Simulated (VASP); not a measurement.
# Ta (Im-3m) in VASP: a series of runs

Ta is run at these levels: PBE; tasks: single point.

All numbers are computed with VASP 6.6.1; they aren't measurements. Logs are shortened: lines on timing, memory, paths and dates and some standing lists are left out, and cuts for length are marked.

### 1 The cell of the first run

Symmetry: Im-3m, No. 229, cubic system. Conventional cell: a = 3.180 Å, b = 3.180 Å, c = 3.180 Å, α = 90.00°, β = 90.00°, γ = 90.00°. Within 3.6 Å of Ta (site symmetry m-3m) lie 14 Ta at 2.75 to 3.18 Å.

### 2 Single point, PBE (16.08 Å³/atom)

INCAR reads:

```
PREC = Accurate
ENCUT = 520
EDIFF = 1E-7
ISMEAR = 0
SIGMA = 0.1
LREAL = False
LASPH = True
NELM = 100
ALGO = Fast
ISIF = 2
LWAVE = False
LCHARG = False
GGA = PE
NBANDS = 12
```

KPOINTS reads:

```
regular mesh
0
Gamma
  18 18 18
```

POSCAR reads:

```
Ta
1.0
   -1.5901714597      1.5901714597      1.5901714597
    1.5901714597     -1.5901714597      1.5901714597
    1.5901714597      1.5901714597     -1.5901714597
Ta
1
Direct
    0.0000000000      0.0000000000      0.0000000000
```

Potentials or basis: VASP PAW PBE potentials, release 64 (Ta_pv).

Run with:

```
$ cat potpaw_PBE.64/Ta_pv/POTCAR > POTCAR
$ mpirun -np 1 vasp_std > vasp.out
```

OUTCAR:

```text
PREC = Accurate
   ENCUT = 520
   EDIFF = 1E-7
   ISMEAR = 0
   LREAL = False
   LASPH = True
   NELM = 100
   ISIF = 2
   GGA = PE

 ion  position               nearest neighbor table
   1  0.000  0.000  0.000-

  LATTYP: Found a body centered cubic cell.
 ALAT       =     3.1803429194

  Lattice vectors:

 A1 = (  -1.5901714597,   1.5901714597,   1.5901714597)
 A2 = (   1.5901714597,  -1.5901714597,   1.5901714597)
 A3 = (   1.5901714597,   1.5901714597,  -1.5901714597)

Analysis of symmetry for initial positions (statically):
=====================================================================
 Subroutine PRICEL returns:
 Original cell was already a primitive cell.

 Routine SETGRP: Setting up the symmetry group for a
 body centered cubic supercell.

 Subroutine GETGRP returns: Found 48 space group operations
 (whereof 48 operations were pure point group operations)
 out of a pool of 48 trial point group operations.

The static configuration has the point symmetry O_h .

Analysis of symmetry for dynamics (positions and initial velocities):
=====================================================================
 Subroutine PRICEL returns:
 Original cell was already a primitive cell.

 Routine SETGRP: Setting up the symmetry group for a
 body centered cubic supercell.

 Subroutine GETGRP returns: Found 48 space group operations
 (whereof 48 operations were pure point group operations)
 out of a pool of 48 trial point group operations.

The dynamic configuration has the point symmetry O_h .

 Subroutine INISYM returns: Found 48 space group operations
 (whereof 48 operations are pure point group operations),
 and found     1 'primitive' translations

----------------------------------------------------------------------------------------

                                     Primitive cell

  volume of cell :      16.0839

  direct lattice vectors                    reciprocal lattice vectors
    -1.590171460  1.590171460  1.590171460     0.000000000  0.314431502  0.314431502
     1.590171460 -1.590171460  1.590171460     0.314431502  0.000000000  0.314431502
     1.590171460  1.590171460 -1.590171460     0.314431502  0.314431502  0.000000000

  length of vectors
     2.754257761  2.754257761  2.754257761     0.444673294  0.444673294  0.444673294

  position of ions in fractional coordinates (direct lattice)
     0.000000000  0.000000000  0.000000000

  ion indices of the primitive-cell ions
   primitive index   ion index
                 1           1

----------------------------------------------------------------------------------------

 KPOINTS: regular mesh

Automatic generation of k-mesh.
 Grid dimensions read from file:
 generate k-points for:   18   18   18

 Generating k-lattice:

  Cartesian coordinates                     Fractional coordinates (reciprocal lattice)
     0.000000000  0.017468417  0.017468417     0.055555556  0.000000000  0.000000000
     0.017468417  0.000000000  0.017468417     0.000000000  0.055555556  0.000000000
     0.017468417  0.017468417  0.000000000     0.000000000  0.000000000  0.055555556

  Length of vectors
     0.024704072  0.024704072  0.024704072

  Shift w.r.t. Gamma in fractional coordinates (k-lattice)
     0.000000000  0.000000000  0.000000000

 Subroutine IBZKPT returns following result:
 ===========================================

 Found    195 irreducible k-points:

 Following reciprocal coordinates:
            Coordinates               Weight
  0.000000  0.000000  0.000000      1.000000
  0.055556  0.000000  0.000000     12.000000
  0.111111  0.000000  0.000000     12.000000
  0.166667  0.000000  0.000000     12.000000
  0.222222  0.000000  0.000000     12.000000
  0.277778  0.000000  0.000000     12.000000
[... 16 lines left out ...]
  0.333333  0.111111 -0.000000     48.000000
  0.388889  0.111111  0.000000     48.000000
 [... further k-points ...]
   k-points           NKPTS =    195   k-points in BZ     NKDIM =    195   number of bands    NBANDS=     12
   number of dos      NEDOS =    301   number of ions     NIONS =      1
   total plane-waves  NPLWV =   8000
   dimension x,y,z NGX =    20 NGY =   20 NGZ =   20
   dimension x,y,z NGXF=    40 NGYF=   40 NGZF=   40
   ions per type =               1
   NGX,Y,Z   is equivalent  to a cutoff of  12.07, 12.07, 12.07 a.u.
   NGXF,Y,Z  is equivalent  to a cutoff of  24.14, 24.14, 24.14 a.u.
 SYSTEM =  unknown system
   PREC   = accura    normal or accurate (medium, high low for compatibility)
   ISTART =      0    job   : 0-new  1-cont  2-samecut
   ICHARG =      2    charge: 1-file 2-atom 10-const
   ISPIN  =      1    spin polarized calculation?
   LNONCOLLINEAR =      F non collinear calculations
   LSORBIT =      F    spin-orbit coupling
   LASPH  =      T    aspherical Exc in radial PAW
   ENCUT  =  520.0 eV  38.22 Ry    6.18 a.u.   5.12  5.12  5.12*2*pi/ulx,y,z
   NELM   =    100;   NELMIN=  2; NELMDL= -5     # of ELM steps
   EDIFF  = 0.1E-06   stopping-criterion for ELM
   LREAL  =      F    real-space projection
   EDIFFG = 0.1E-05   stopping-criterion for IOM
   NSW    =      0    number of steps for IOM
   IBRION =     -1    ionic relax: 0-MD 1-quasi-New 2-CG
   NFREE  =      0    steps in history (QN), initial steepest desc. (CG)
   ISIF   =      2    stress and relaxation
   ISYM   =      2    0-nonsym 1-usesym 2-fastsym
   POTIM  = 0.5000    time-step for ionic-motion
   TEBEG  =    0.0;   TEEND  =   0.0 temperature during run
   PSTRESS=    0.0 pullay stress
   NELECT =      11.0000    total number of electrons
   NUPDOWN=      -1.0000    fix difference up-down
   EMIN   =  10.00;   EMAX   =-10.00  energy-range for DOS
   EFERMI =   0.00;   METHOD = LEGACY
   ISMEAR =     0;   SIGMA  =   0.10  broadening in eV -4-tet -1-fermi 0-gaus
   EFERMI_NEDOS =   21; number of points for ismear=-14 and -15
   IALGO  =     68    algorithm
   IMIX   =      4    mixing-type and parameters
     AMIX     =   0.40;   BMIX     =  1.00
     AMIX_MAG =   1.60;   BMIX_MAG =  1.00
  volume/ion in A,a.u.               =      16.08       108.54
  Fermi-wavevector in a.u.,A,eV,Ry     =   1.442365  2.725674 28.305780  2.080416
  Thomas-Fermi vector in A             =   2.560893
   LORBIT       =      0    0 simple, 1 ext, 2 COOP (PROOUT), +10 PAW based schemes
   GGA     = PE    functional components
   LHFCALC =     F    Hartree Fock is set to
   AEXX    =    0.0000 exact exchange contribution
   IVDW    =     0    specifies the selected vdW correction
   LEPSILON=     F    determine dielectric tensor
   LRPA    =     F    only Hartree local field effects (RPA)
 non-spin polarized calculation
 RMM-DIIS sequential band-by-band and
 Gauss-broadening in eV      SIGMA  =   0.10
  energy-cutoff  :      520.00
  volume of cell :       16.08
 maximum number of plane-waves:       446
   NGX = 11   NGY = 11   NGZ = 11

 number of electron      10.9999998 magnetization

 Free energy of the ion-electron system (eV)
  ---------------------------------------------------
  ext. energy  EPLUGINS =         0.00000000
  ---------------------------------------------------
  free energy    TOTEN  =       -11.61658137 eV

  energy without entropy =      -11.61060537  energy(sigma->0) =      -11.61359337

 E-fermi :   6.4250     XC(G=0): -13.2086

 val. band max:        6.4208285569   @ k =  -0.2778   0.3889   0.1111
 cond. band min:       6.4366357421   @ k =  -0.2222   0.2222   0.1111
 fundamental gap:      0.0158071852
 Fermi energy:         6.4249577624

 k-point     1 :       0.0000    0.0000    0.0000
  band No.  band energies     occupation
      1     -26.1707      2.00000
      2     -26.1707      2.00000
      3     -26.1707      2.00000
      4      -1.8895      2.00000
      5       7.1605      0.00000
      6       7.1605      0.00000
      7       7.1605      0.00000
      8      10.8504      0.00000
      9      10.8504      0.00000
     10      21.9928      0.00000
     11      21.9928      0.00000
     12      21.9928      0.00000

 k-point     2 :       0.0556    0.0000    0.0000
  band No.  band energies     occupation
      1     -26.2278      2.00000
      2     -26.1876      2.00000
      3     -26.1712      2.00000
      4      -1.7290      2.00000
      5       7.0534      0.00000
      6       7.1309      0.00000
      7       7.3177      0.00000
      8      10.6665      0.00000
      9      10.8485      0.00000
     10      22.1444      0.00000
     11      22.2684      0.00000
     12      22.4475      0.00000

 k-point     3 :       0.1111    0.0000    0.0000
  band No.  band energies     occupation
      1     -26.3895      2.00000
      2     -26.2359      2.00000
      3     -26.1725      2.00000
      4      -1.2681      2.00000
      5       6.7599      0.00000
      6       7.0050      0.00000
      7       7.7844      0.00000
      8      10.2929      0.00000
      9      10.8532      0.00000
     10      22.5377      0.00000
     11      23.0657      0.00000
     12      23.6086      0.00000

 k-point     4 :       0.1667    0.0000    0.0000
  band No.  band energies     occupation
      1     -26.6302      2.00000
      2     -26.3092      2.00000
      3     -26.1747      2.00000
      4      -0.5710      2.00000
      5       6.3466      1.73201
      6       6.7295      0.00002
      7       8.5454      0.00000
      8      10.0550      0.00000
      9      10.8898      0.00000
     10      21.5236      0.00000
     11      22.9380      0.00000
     12      24.3125      0.00000

 k-point     5 :       0.2222    0.0000    0.0000
  band No.  band energies     occupation
      1     -26.9149      2.00000
      2     -26.3977      2.00000
      3     -26.1773      2.00000
      4       0.2427      2.00000
      5       5.8878      2.00000
      6       6.3944      1.33445
      7       9.5742      0.00000
      8      10.0984      0.00000
      9      10.9851      0.00000
     10      21.5225      0.00000
     11      22.8658      0.00000
     12      25.3719      0.00000

 k-point     6 :       0.2778    0.0000    0.0000
  band No.  band energies     occupation
      1     -27.2061      2.00000
      2     -26.4905      2.00000
      3     -26.1802      2.00000
      4       0.9797      2.00000
      5       5.4453      2.00000
      6       6.2663      1.97516
      7      10.3481      0.00000
      8      10.8295      0.00000
      9      11.1548      0.00000
     10      21.5195      0.00000
     11      22.0707      0.00000
     12      24.3169      0.00000

 k-point     7 :       0.3333    0.0000    0.0000
  band No.  band energies     occupation
      1     -27.4699      2.00000
      2     -26.5763      2.00000
      3     -26.1830      2.00000
      4       1.4283      2.00000
      5       5.0639      2.00000
      6       6.5974      0.01471
      7      10.6588      0.00000
      8      11.3935      0.00000
      9      12.2427      0.00000
     10      20.9533      0.00000
     11      21.5087      0.00000
     12      22.8236      0.00000

 k-point     8 :       0.3889    0.0000    0.0000
  band No.  band energies     occupation
      1     -27.6784      2.00000
      2     -26.6453      2.00000
      3     -26.1853      2.00000
      4       1.5622      2.00000
      5       4.7735      2.00000
      6       7.3627      0.00000
      7      10.8779      0.00000
      8      11.6649      0.00000
      9      13.6870      0.00000
     10      19.9146      0.00000
     11      21.3092      0.00000
     12      21.6499      0.00000
[... 166 lines left out ...]
 k-point    20 :       0.1667    0.1111    0.0000
  band No.  band energies     occupation
      1     -26.9953      2.00000
      2     -26.4026      2.00000
      3     -26.2397      2.00000
      4       0.6315      2.00000
      5       5.8553      2.00000
      6       6.0200      2.00000
      7       9.6865      0.00000
      8      10.1920      0.00000
      9      11.3975      0.00000
     10      21.5216      0.00000
     11      23.4528      0.00000
     12      24.4597      0.00000

 k-point    21 :       0.2222    0.1111    0.0000
  band No.  band energies     occupation
      1     -27.2427      2.00000
      2     -26.5103      2.00000
      3     -26.2484      2.00000
      4       1.3904      2.00000
      5       5.4275      2.00000
      6       5.8713      2.00000
      7       9.8830      0.00000
      8      11.4762      0.00000
      9      11.6137      0.00000
     10      21.5155      0.00000
     11      22.3273      0.00000
     12      24.3529      0.00000

 k-point    22 :       0.2778    0.1111    0.0000
  band No.  band energies     occupation
      1     -27.4659      2.00000
      2     -26.6143      2.00000
      3     -26.2543      2.00000
      4       1.8768      2.00000
      5       5.0886      2.00000
      6       6.1057      1.99999
      7      10.2276      0.00000
      8      11.7750      0.00000
      9      12.9066      0.00000
     10      21.1457      0.00000
     11      21.5345      0.00000
     12      23.0872      0.00000

 k-point    23 :       0.3333    0.1111   -0.0000
  band No.  band energies     occupation
      1     -27.6422      2.00000
      2     -26.6994      2.00000
      3     -26.2585      2.00000
      4       2.0240      2.00000
      5       4.8422      2.00000
      6       6.7510      0.00000
      7      10.5534      0.00000
      8      11.9366      0.00000
      9      14.3257      0.00000
     10      20.2478      0.00000
     11      21.4099      0.00000
     12      21.6620      0.00000

 k-point    24 :       0.3889    0.1111    0.0000
  band No.  band energies     occupation
      1     -27.7549      2.00000
      2     -26.7548      2.00000
      3     -26.2612      2.00000
      4       2.0067      2.00000
      5       4.6908      2.00000
      6       7.4747      0.00000
      7      10.6460      0.00000
      8      12.1750      0.00000
      9      15.4953      0.00000
     10      19.5837      0.00000
     11      20.3758      0.00000
     12      21.5450      0.00000

 [... further k-points ...]
[... 5 lines left out ...]
  --------------------------------------------------------------------------------------
  -------------------------------------------------------------------------------------
  Total        3.2434279      3.2434279      3.2434279      0.0000000     -0.0000000      0.0000000
  in kB      323.0895972    323.0895972    323.0895972      0.0000000     -0.0000000      0.0000000
  external PRESSURE =     323.0895972 kB  Pullay stress =       0.0000000 kB

 VOLUME and BASIS-vectors are now :
 -----------------------------------------------------------------------------
  energy-cutoff  :      520.00
  volume of cell :       16.08
      direct lattice vectors                 reciprocal lattice vectors
    -1.590171460  1.590171460  1.590171460     0.000000000  0.314431502  0.314431502
     1.590171460 -1.590171460  1.590171460     0.314431502  0.000000000  0.314431502
     1.590171460  1.590171460 -1.590171460     0.314431502  0.314431502  0.000000000

 POSITION                                       TOTAL-FORCE (eV/Angst)
 -----------------------------------------------------------------------------------
      0.00000      0.00000      0.00000         0.000000      0.000000      0.000000
 -----------------------------------------------------------------------------------
    total drift:                                0.000000     -0.000000      0.000000

  FREE ENERGIE OF THE ION-ELECTRON SYSTEM (eV)
  ---------------------------------------------------
  free  energy   TOTEN  =       -11.6165813742 eV

  energy  without entropy=      -11.6106053688  energy(sigma->0) =      -11.61359337
```

Wall time 33 s (1 thread of Intel Xeon 8259CL, shared host); peak memory 0.15 GiB.

Results:

- Free energy: -11.6166 eV
- Pressure: 32.3 GPa
- Band gap on the k mesh: zero (an odd number of electrons rules out a gap without spin polarisation)

Caveat: the cell stands under pressure; spin-orbit coupling is left out, which moves the levels of the heavy elements.

[end of part 1 of 2]
